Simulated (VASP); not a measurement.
Input of a VASP 6.6.1 run:

File POSCAR:

```
Pb
1.0
    6.4402030000      0.0000000000      0.0000000000
   -0.8383520000      3.3433500000      0.0000000000
    0.0000000000      0.0000000000     17.2835858100
Pb
2
Direct
    0.1395150000      0.8418870000      0.4917961000
    0.6299240000      0.5726250000      0.5082039100
```

Contents of INCAR.step1:

```
SYSTEM = Pb
PREC = Accurate
ENCUT = 440
ISMEAR = -1
SIGMA = 0.1
LREAL = .FALSE.
LASPH = .TRUE.
NELM = 120
LDIPOL = .TRUE.
IDIPOL = 3
DIPOL = 0.5 0.5 0.500
NBANDS = 21
GGA = PE
ALGO = Normal
EDIFF = 1E-5
LWAVE = .TRUE.
LCHARG = .FALSE.
GGA_COMPAT = .FALSE.
NELMDL = -8
```

File INCAR.step2:

```
SYSTEM = Pb
PREC = Accurate
ENCUT = 440
EDIFF = 1E-6
ISMEAR = -1
SIGMA = 0.1
LREAL = .FALSE.
LASPH = .TRUE.
NELM = 120
ALGO = Normal
ISIF = 2
LWAVE = .FALSE.
LCHARG = .FALSE.
LDIPOL = .TRUE.
IDIPOL = 3
DIPOL = 0.5 0.5 0.500
METAGGA = R2SCAN
LMIXTAU = .TRUE.
NBANDS = 21
ISTART = 1
GGA_COMPAT = .FALSE.
```

KPOINTS

```
Automatic mesh
0
Gamma
  3 5 1
  0.5 0 0
```

Potentials or basis: VASP PAW PBE potentials, release 64 (Pb_d).

The run is started by

```bash
$ cat potpaw_PBE.64/Pb_d/POTCAR > POTCAR
$ cp INCAR.step1 INCAR
$ mpirun -np 1 vasp_std > vasp.out
$ cp INCAR.step2 INCAR
$ mpirun -np 1 vasp_std > vasp.out
```

(1) Predict the largest force.

(2) Estimate the band gap on the k mesh.

Answers

(1) 0.330 eV/Å.

(2) zero (bands 14 and 15 overlap by 0.40 eV).

Caveat: the k points lie up to 0.38 Å⁻¹ apart; the PAW data sets were made with another functional, which shifts forces and pressure a little; spin-orbit coupling is left out, which moves the levels of the heavy elements.
